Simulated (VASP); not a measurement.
# BaSr3Ti4O12 (P4/mmm) in VASP: further runs

BaSr3Ti4O12 is run at these levels: PBEsol; tasks: single point.

Program: VASP 6.6.1. These are calculated values, not measurements. Logs are shortened: lines on timing, memory, paths and dates and some standing lists are left out, and cuts for length are marked.

### Step 1. The cell of the first run

It takes space group P4/mmm (No. 123, tetragonal). The conventional cell has a = 3.832 Å, b = 3.832 Å, c = 15.323 Å, α = 90.00°, β = 90.00°, γ = 90.00°. Within 3.6 Å of Ba (site symmetry 4/mmm) lie 12 O at 2.71 to 2.76 Å and 8 Ti at 3.35 Å. Sr (site symmetry 4mm) has 12 O at 2.68 to 2.71 Å and 8 Ti at 3.31 Å within 3.5 Å. Sr (site symmetry 4/mmm) has 12 O at 2.70 to 2.71 Å and 8 Ti at 3.31 Å within 3.6 Å. Ti (site symmetry 4mm) has 6 O at 1.90 to 1.96 Å within 2.5 Å. Ti (site symmetry 4mm) has 6 O at 1.90 to 1.92 Å within 2.5 Å. Within 2.5 Å of O (site symmetry 2mm) lie 2 Ti at 1.92 Å. Within 2.5 Å of O (site symmetry 2mm) lie 2 Ti at 1.92 Å. O (site symmetry 4/mmm) has 2 Ti at 1.96 Å within 2.6 Å.

### Step 2. Single point, PBEsol (11.25 Å³/atom)

The input, INCAR:

```
  ALGO = Normal
  EDIFF = 1E-6
  ENCUT = 520
  GGA = PS
  ISIF = 2
  ISMEAR = 0
  LASPH = T
  LCHARG = T
  LELF = T
  LREAL = Auto
  LVHAR = T
  LWAVE = F
  NBANDS = 96
  NELM = 60
  PREC = Accurate
  SIGMA = 0.02
```

The input, KPOINTS:

```
k-points
0
Gamma
  8 8 2
```

The input, POSCAR:

```
BaSr3Ti4O12
1.0
    3.8317564276      0.0000000000      0.0000000000
    0.0000000000      3.8317564276      0.0000000000
    0.0000000000      0.0000000000     15.3225638996
Ba Sr Ti O
1 3 4 12
Direct
    0.0000000000      0.0000000000      0.0000000000
    0.0000000000      0.0000000000      0.2523563437
    0.0000000000      0.0000000000      0.5000000000
    0.0000000000      0.0000000000      0.7476436563
    0.5000000000      0.5000000000      0.1280724931
    0.5000000000      0.5000000000      0.3759721957
    0.5000000000      0.5000000000      0.6240278043
    0.5000000000      0.5000000000      0.8719275069
    0.0000000000      0.5000000000      0.1300522826
    0.0000000000      0.5000000000      0.3760624522
    0.0000000000      0.5000000000      0.6239375478
    0.0000000000      0.5000000000      0.8699477174
    0.5000000000      0.5000000000      0.0000000000
    0.5000000000      0.5000000000      0.2519111194
    0.5000000000      0.5000000000      0.5000000000
    0.5000000000      0.5000000000      0.7480888806
    0.5000000000      0.0000000000      0.1300522826
    0.5000000000      0.0000000000      0.3760624522
    0.5000000000      0.0000000000      0.6239375478
    0.5000000000      0.0000000000      0.8699477174
```

Potentials or basis: VASP PAW PBE potentials, release 64 (Ba_sv, Sr_sv, Ti_sv, O).

Started as:

```sh
> cat potpaw_PBE.64/Ba_sv/POTCAR potpaw_PBE.64/Sr_sv/POTCAR potpaw_PBE.64/Ti_sv/POTCAR potpaw_PBE.64/O/POTCAR > POTCAR
> mpirun -np 1 vasp_std > vasp.out
```

OUTCAR:

```text
EDIFF = 1E-6
   ENCUT = 520
   GGA = PS
   ISIF = 2
   ISMEAR = 0
   LASPH = T
   LREAL = Auto
   NELM = 60
   PREC = Accurate

 ion  position               nearest neighbor table
   1  0.000  0.000  0.000-  13 2.71  13 2.71  13 2.71  13 2.71  20 2.76   9 2.76  12 2.76  12 2.76
                             9 2.76  17 2.76  20 2.76  17 2.76   5 3.35   8 3.35   8 3.35   8 3.35
   2  0.000  0.000  0.252-   9 2.68  17 2.68   9 2.68  17 2.68  10 2.70  10 2.70  18 2.70  18 2.70
                            14 2.71  14 2.71  14 2.71  14 2.71   6 3.31   6 3.31   6 3.31   6 3.31
   3  0.000  0.000  0.500-  10 2.70  11 2.70  18 2.70  19 2.70  10 2.70  11 2.70  18 2.70  19 2.70
                            15 2.71  15 2.71  15 2.71  15 2.71   6 3.31   7 3.31   7 3.31   7 3.31
   4  0.000  0.000  0.748-  12 2.68  20 2.68  12 2.68  20 2.68  11 2.70  19 2.70  19 2.70  11 2.70
                            16 2.71  16 2.71  16 2.71  16 2.71   7 3.31   7 3.31   7 3.31   7 3.31
   5  0.500  0.500  0.128-  14 1.90   9 1.92  17 1.92  17 1.92   9 1.92  13 1.96   2 3.31   2 3.31
                             2 3.31   2 3.31   1 3.35   1 3.35   1 3.35   1 3.35
   6  0.500  0.500  0.376-  15 1.90  14 1.90  10 1.92  18 1.92  18 1.92  10 1.92   2 3.31   2 3.31
                             2 3.31   2 3.31   3 3.31   3 3.31   3 3.31   3 3.31
   7  0.500  0.500  0.624-  15 1.90  16 1.90  11 1.92  19 1.92  19 1.92  11 1.92   4 3.31   4 3.31
                             4 3.31   4 3.31   3 3.31   3 3.31   3 3.31   3 3.31
   8  0.500  0.500  0.872-  16 1.90  12 1.92  20 1.92  20 1.92  12 1.92  13 1.96   4 3.31   4 3.31
                             4 3.31   4 3.31   1 3.35   1 3.35   1 3.35   1 3.35
   9  0.000  0.500  0.130-   5 1.92   5 1.92   2 2.68   2 2.68   1 2.76   1 2.76
  10  0.000  0.500  0.376-   6 1.92   6 1.92   2 2.70   2 2.70   3 2.70   3 2.70
  11  0.000  0.500  0.624-   7 1.92   7 1.92   4 2.70   4 2.70   3 2.70   3 2.70
  12  0.000  0.500  0.870-   8 1.92   8 1.92   4 2.68   4 2.68   1 2.76   1 2.76
  13  0.500  0.500  0.000-   5 1.96   8 1.96   1 2.71   1 2.71   1 2.71   1 2.71
  14  0.500  0.500  0.252-   5 1.90   6 1.90   2 2.71   2 2.71   2 2.71   2 2.71
  15  0.500  0.500  0.500-   6 1.90   7 1.90   3 2.71   3 2.71   3 2.71   3 2.71
  16  0.500  0.500  0.748-   8 1.90   7 1.90   4 2.71   4 2.71   4 2.71   4 2.71
  17  0.500  0.000  0.130-   5 1.92   5 1.92   2 2.68   2 2.68   1 2.76   1 2.76
  18  0.500  0.000  0.376-   6 1.92   6 1.92   2 2.70   2 2.70   3 2.70   3 2.70
  19  0.500  0.000  0.624-   7 1.92   7 1.92   4 2.70   4 2.70   3 2.70   3 2.70
  20  0.500  0.000  0.870-   8 1.92   8 1.92   4 2.68   4 2.68   1 2.76   1 2.76

  LATTYP: Found a simple tetragonal cell.
 ALAT       =     3.8317564276
 C/A-ratio  =     3.9988355703

  Lattice vectors:

 A1 = (   3.8317564276,   0.0000000000,   0.0000000000)
 A2 = (   0.0000000000,   3.8317564276,   0.0000000000)
 A3 = (   0.0000000000,   0.0000000000,  15.3225638996)

Analysis of symmetry for initial positions (statically):
=====================================================================
 Subroutine PRICEL returns:
 Original cell was already a primitive cell.

 Routine SETGRP: Setting up the symmetry group for a
 simple tetragonal supercell.

 Subroutine GETGRP returns: Found 16 space group operations
 (whereof 16 operations were pure point group operations)
 out of a pool of 16 trial point group operations.

The static configuration has the point symmetry D_4h.

Analysis of symmetry for dynamics (positions and initial velocities):
=====================================================================
 Subroutine PRICEL returns:
 Original cell was already a primitive cell.

 Routine SETGRP: Setting up the symmetry group for a
 simple tetragonal supercell.

 Subroutine GETGRP returns: Found 16 space group operations
 (whereof 16 operations were pure point group operations)
 out of a pool of 16 trial point group operations.

The dynamic configuration has the point symmetry D_4h.

 Subroutine INISYM returns: Found 16 space group operations
 (whereof 16 operations are pure point group operations),
 and found     1 'primitive' translations

----------------------------------------------------------------------------------------

                                     Primitive cell

  volume of cell :     224.9714

  direct lattice vectors                    reciprocal lattice vectors
     3.831756428  0.000000000  0.000000000     0.260976922  0.000000000  0.000000000
     0.000000000  3.831756428  0.000000000     0.000000000  0.260976922  0.000000000
     0.000000000  0.000000000 15.322563900     0.000000000  0.000000000  0.065263229

  length of vectors
     3.831756428  3.831756428 15.322563900     0.260976922  0.260976922  0.065263229

  position of ions in fractional coordinates (direct lattice)
     0.000000000  0.000000000  0.000000000
[... 53 lines left out ...]
  Cartesian coordinates                     Fractional coordinates (reciprocal lattice)
     0.032622115  0.000000000  0.000000000     0.125000000  0.000000000  0.000000000
     0.000000000  0.032622115  0.000000000     0.000000000  0.125000000  0.000000000
     0.000000000  0.000000000  0.032631615     0.000000000  0.000000000  0.500000000

  Length of vectors
     0.032622115  0.032622115  0.032631615

  Shift w.r.t. Gamma in fractional coordinates (k-lattice)
     0.000000000  0.000000000  0.000000000

 Subroutine IBZKPT returns following result:
 ===========================================

 Found     30 irreducible k-points:

 Following reciprocal coordinates:
            Coordinates               Weight
  0.000000  0.000000  0.000000      1.000000
  0.125000  0.000000  0.000000      4.000000
  0.250000  0.000000  0.000000      4.000000
  0.375000  0.000000  0.000000      4.000000
  0.500000  0.000000  0.000000      2.000000
  0.125000  0.125000  0.000000      4.000000
[... 16 lines left out ...]
  0.375000  0.125000  0.500000      8.000000
  0.500000  0.125000  0.500000      4.000000
 [... further k-points ...]
   k-points           NKPTS =     30   k-points in BZ     NKDIM =     30   number of bands    NBANDS=     96
   number of dos      NEDOS =    301   number of ions     NIONS =     20
   total plane-waves  NPLWV =  94080
   dimension x,y,z NGX =    28 NGY =   28 NGZ =  120
   dimension x,y,z NGXF=    56 NGYF=   56 NGZF=  240
   ions per type =               1   3   4  12
   NGX,Y,Z   is equivalent  to a cutoff of  12.15, 12.15, 13.02 a.u.
   NGXF,Y,Z  is equivalent  to a cutoff of  24.30, 24.30, 26.04 a.u.
 SYSTEM =  unknown system
   PREC   = accura    normal or accurate (medium, high low for compatibility)
   ISTART =      0    job   : 0-new  1-cont  2-samecut
   ICHARG =      2    charge: 1-file 2-atom 10-const
   ISPIN  =      1    spin polarized calculation?
   LNONCOLLINEAR =      F non collinear calculations
   LSORBIT =      F    spin-orbit coupling
   LASPH  =      T    aspherical Exc in radial PAW
   ENCUT  =  520.0 eV  38.22 Ry    6.18 a.u.   7.12  7.12 28.49*2*pi/ulx,y,z
   NELM   =     60;   NELMIN=  2; NELMDL= -5     # of ELM steps
   EDIFF  = 0.1E-05   stopping-criterion for ELM
   LREAL  =      T    real-space projection
   EDIFFG = 0.1E-04   stopping-criterion for IOM
   NSW    =      0    number of steps for IOM
[... 5 lines left out ...]
   TEBEG  =    0.0;   TEEND  =   0.0 temperature during run
   PSTRESS=    0.0 pullay stress
   NELECT =     160.0000    total number of electrons
   NUPDOWN=      -1.0000    fix difference up-down
   EMIN   =  10.00;   EMAX   =-10.00  energy-range for DOS
   EFERMI =   0.00;   METHOD = LEGACY
   ISMEAR =     0;   SIGMA  =   0.02  broadening in eV -4-tet -1-fermi 0-gaus
   EFERMI_NEDOS =   21; number of points for ismear=-14 and -15
   IALGO  =     38    algorithm
   IMIX   =      4    mixing-type and parameters
     AMIX     =   0.40;   BMIX     =  1.00
     AMIX_MAG =   1.60;   BMIX_MAG =  1.00
  volume/ion in A,a.u.               =      11.25        75.91
  Fermi-wavevector in a.u.,A,eV,Ry     =   1.461299  2.761455 29.053809  2.135395
  Thomas-Fermi vector in A             =   2.577647
   LORBIT       =      0    0 simple, 1 ext, 2 COOP (PROOUT), +10 PAW based schemes
   GGA     = PS    functional components
   LHFCALC =     F    Hartree Fock is set to
   AEXX    =    0.0000 exact exchange contribution
   IVDW    =     0    specifies the selected vdW correction
   LEPSILON=     F    determine dielectric tensor
   LRPA    =     F    only Hartree local field effects (RPA)
 non-spin polarized calculation
 Gauss-broadening in eV      SIGMA  =   0.02
  energy-cutoff  :      520.00
  volume of cell :      224.97
 maximum number of plane-waves:      6098
   NGX = 15   NGY = 15   NGZ = 57

 number of electron     160.0000000 magnetization

 Free energy of the ion-electron system (eV)
  ---------------------------------------------------
  ext. energy  EPLUGINS =         0.00000000
  ---------------------------------------------------
  free energy    TOTEN  =      -167.33241258 eV

  energy without entropy =     -167.33241258  energy(sigma->0) =     -167.33241258

 E-fermi :   4.8317     XC(G=0): -11.9426

 val. band max:        4.5852218741   @ k =   0.5000   0.5000   0.0000
 cond. band min:       6.4693888301   @ k =   0.0000   0.0000   0.0000
 fundamental gap:      1.8841669559
 Fermi energy:         4.8316743453

 k-point     1 :       0.0000    0.0000    0.0000
  band No.  band energies     occupation
      1     -51.3841      2.00000
      2     -51.3833      2.00000
      3     -51.3140      2.00000
      4     -51.3128      2.00000
      5     -27.9605      2.00000
      6     -27.9086      2.00000
[... 2269 lines left out ...]
     91       9.0110      0.00000
     92       9.1131      0.00000

 [... further k-points ...]

 [bands above 92 left out]

------------------------ aborting loop because EDIFF is reached ----------------------------------------

  FORCE on cell =-STRESS in cart. coord.  units (eV):
  Direction    XX          YY          ZZ          XY          YZ          ZX
  --------------------------------------------------------------------------------------
  -------------------------------------------------------------------------------------
  Total       20.0844211     20.0844211     20.0566487      0.0000000      0.0000000      0.0000000
  in kB      143.0351156    143.0351156    142.8373291      0.0000000      0.0000000      0.0000000
  external PRESSURE =     142.9691868 kB  Pullay stress =       0.0000000 kB

 VOLUME and BASIS-vectors are now :
 -----------------------------------------------------------------------------
  energy-cutoff  :      520.00
  volume of cell :      224.97
      direct lattice vectors                 reciprocal lattice vectors
     3.831756428  0.000000000  0.000000000     0.260976922  0.000000000  0.000000000
     0.000000000  3.831756428  0.000000000     0.000000000  0.260976922  0.000000000
     0.000000000  0.000000000 15.322563900     0.000000000  0.000000000  0.065263229

 POSITION                                       TOTAL-FORCE (eV/Angst)
 -----------------------------------------------------------------------------------
      0.00000      0.00000      0.00000        -0.000000     -0.000000      0.000000
      0.00000      0.00000      3.86675         0.000000     -0.000000      0.005836
      0.00000      0.00000      7.66128        -0.000000     -0.000000      0.000000
      0.00000      0.00000     11.45582        -0.000000     -0.000000     -0.005836
      1.91588      1.91588      1.96240        -0.000000     -0.000000      0.022532
      1.91588      1.91588      5.76086        -0.000000     -0.000000      0.005471
[... 12 lines left out ...]
      1.91588      0.00000      9.56032         0.000000      0.000000      0.000351
      1.91588      0.00000     13.32983        -0.000000      0.000000     -0.058002
 -----------------------------------------------------------------------------------
    total drift:                                0.000000      0.000000      0.000000

  FREE ENERGIE OF THE ION-ELECTRON SYSTEM (eV)
  ---------------------------------------------------
  free  energy   TOTEN  =      -167.3324125775 eV

  energy  without entropy=     -167.3324125775  energy(sigma->0) =     -167.33241258
```

Run time: 19 min. Hardware: 1 thread of Intel Xeon Platinum 8259CL at 2.50GHz (Skylake/Cascade Lake), shared host; peak memory 0.55 GiB.

Results:

* Free energy: -167.3324 eV
* Pressure: 14.3 GPa
* Largest force: 0.058 eV/Å
* Band gap on the k mesh: 1.88 eV (least direct gap 2.14 eV)

Forces in eV/Å, atoms in the order of the input:
```
Ba   0.000  0.000  0.000
Sr   0.000  0.000  0.006
Sr   0.000  0.000  0.000
Sr   0.000  0.000 -0.006
Ti   0.000  0.000  0.023
Ti   0.000  0.000  0.005
Ti   0.000  0.000 -0.005
Ti   0.000  0.000 -0.023
O    0.000  0.000  0.058
O    0.000  0.000  0.000
O    0.000  0.000  0.000
O    0.000  0.000 -0.058
O    0.000  0.000  0.000
O    0.000  0.000  0.000
O    0.000  0.000  0.000
O    0.000  0.000  0.000
O    0.000  0.000  0.058
O    0.000  0.000  0.000
O    0.000  0.000  0.000
O    0.000  0.000 -0.058
```

Levels at points of the mesh, in eV from the valence-band top:
```csv
k point,band 77,band 78,band 79,band 80,band 81,band 82,band 83,band 84
"(0.00, 0.00, 0.00)",-0.54,-0.26,-0.25,-0.25,1.88,1.89,1.89,1.98
"(0.50, 0.00, 0.00)",-0.72,-0.72,-0.60,-0.11,2.11,3.15,3.22,4.06
"(0.50, 0.50, 0.00)",-0.05,0.00,0.00,0.00,4.10,4.10,4.42,4.42
"(0.00, 0.00, 0.50)",-0.39,-0.39,-0.35,-0.35,1.90,1.94,2.05,2.11
"(0.50, 0.00, 0.50)",-0.98,-0.89,-0.30,-0.18,2.43,2.48,3.77,3.93
"(0.50, 0.50, 0.50)",-0.11,-0.10,-0.04,-0.01,4.16,4.16,4.22,4.22
```

Caveat: the cell stands under pressure; the PAW data sets were made with another functional, which shifts forces and pressure a little; spin-orbit coupling is left out, which moves the levels of the heavy elements. A k mesh can miss the band edges.

### Step 3. Single point, PBEsol (10.89 Å³/atom)

This run uses another cell than the first one, of 10.89 Å³/atom.

The input, INCAR:

```
PREC = Accurate
ENCUT = 520
EDIFF = 1E-7
ISMEAR = 0
SIGMA = 0.02
LREAL = Auto
LASPH = T
NELM = 80
ALGO = Normal
ISIF = 2
LWAVE = F
LCHARG = F
GGA = PS
NBANDS = 96
```

The input, KPOINTS:

```
Automatic mesh
0
Gamma
  8 8 2
```

The input, POSCAR:

```
BaSr3Ti4O12
1.0
    3.7906408001      0.0000000000      0.0000000000
    0.0000000000      3.7906408001      0.0000000000
    0.0000000000      0.0000000000     15.1570786259
Ba Sr Ti O
1 3 4 12
Direct
    0.0000000000      0.0000000000      0.0000000000
    0.0000000000      0.0000000000      0.2524355730
    0.0000000000      0.0000000000      0.5000000000
    0.0000000000      0.0000000000      0.7475644270
    0.5000000000      0.5000000000      0.1279348213
    0.5000000000      0.5000000000      0.3759421967
    0.5000000000      0.5000000000      0.6240578033
    0.5000000000      0.5000000000      0.8720651787
    0.0000000000      0.5000000000      0.1301599896
    0.0000000000      0.5000000000      0.3760715762
    0.0000000000      0.5000000000      0.6239284238
    0.0000000000      0.5000000000      0.8698400104
    0.5000000000      0.5000000000      0.0000000000
    0.5000000000      0.5000000000      0.2518640720
    0.5000000000      0.5000000000      0.5000000000
    0.5000000000      0.5000000000      0.7481359280
    0.5000000000      0.0000000000      0.1301599896
    0.5000000000      0.0000000000      0.3760715762
    0.5000000000      0.0000000000      0.6239284238
    0.5000000000      0.0000000000      0.8698400104
```

Potentials or basis: VASP PAW PBE potentials, release 64 (Ba_sv, Sr_sv, Ti_sv, O).

Started as:

```sh
> cat potpaw_PBE.64/Ba_sv/POTCAR potpaw_PBE.64/Sr_sv/POTCAR potpaw_PBE.64/Ti_sv/POTCAR potpaw_PBE.64/O/POTCAR > POTCAR
> mpirun -np 1 vasp_std > vasp.out
```

It took 13 min on 1 thread of Intel Xeon 6975P-C (Granite Rapids), shared host; peak memory 0.55 GiB.

It converged, with:

```
Free energy            : -166.4967 eV
Pressure               : 22.8 GPa
Largest force          : 0.058 eV/Å
Band gap on the k mesh : 1.93 eV (least direct gap 2.15 eV)
```

Forces in eV/Å, atoms in the order of the input:
```
Ba   0.000  0.000  0.000
Sr   0.000  0.000  0.008
Sr   0.000  0.000  0.000
Sr   0.000  0.000 -0.008
Ti   0.000  0.000  0.008
Ti   0.000  0.000  0.014
Ti   0.000  0.000 -0.014
Ti   0.000  0.000 -0.008
O    0.000  0.000  0.058
O    0.000  0.000 -0.005
O    0.000  0.000  0.005
O    0.000  0.000 -0.058
O    0.000  0.000  0.000
O    0.000  0.000  0.007
O    0.000  0.000  0.000
O    0.000  0.000 -0.007
O    0.000  0.000  0.058
O    0.000  0.000 -0.005
O    0.000  0.000  0.005
O    0.000  0.000 -0.058
```

Levels at points of the mesh, in eV from the valence-band top:
```csv
k point,band 77,band 78,band 79,band 80,band 81,band 82,band 83,band 84
"(0.00, 0.00, 0.00)",-0.53,-0.23,-0.23,-0.23,1.93,1.94,1.94,2.04
"(0.50, 0.00, 0.00)",-0.71,-0.70,-0.61,-0.11,2.17,3.28,3.34,4.23
"(0.50, 0.50, 0.00)",-0.06,0.00,0.00,0.00,4.27,4.27,4.61,4.61
"(0.00, 0.00, 0.50)",-0.36,-0.36,-0.33,-0.33,1.94,1.99,2.11,2.18
"(0.50, 0.00, 0.50)",-0.98,-0.87,-0.32,-0.18,2.51,2.57,3.93,4.10
"(0.50, 0.50, 0.50)",-0.13,-0.11,-0.04,0.00,4.33,4.33,4.41,4.41
```

Caveat: the cell stands under pressure; the PAW data sets were made with another functional, which shifts forces and pressure a little; spin-orbit coupling is left out, which moves the levels of the heavy elements.
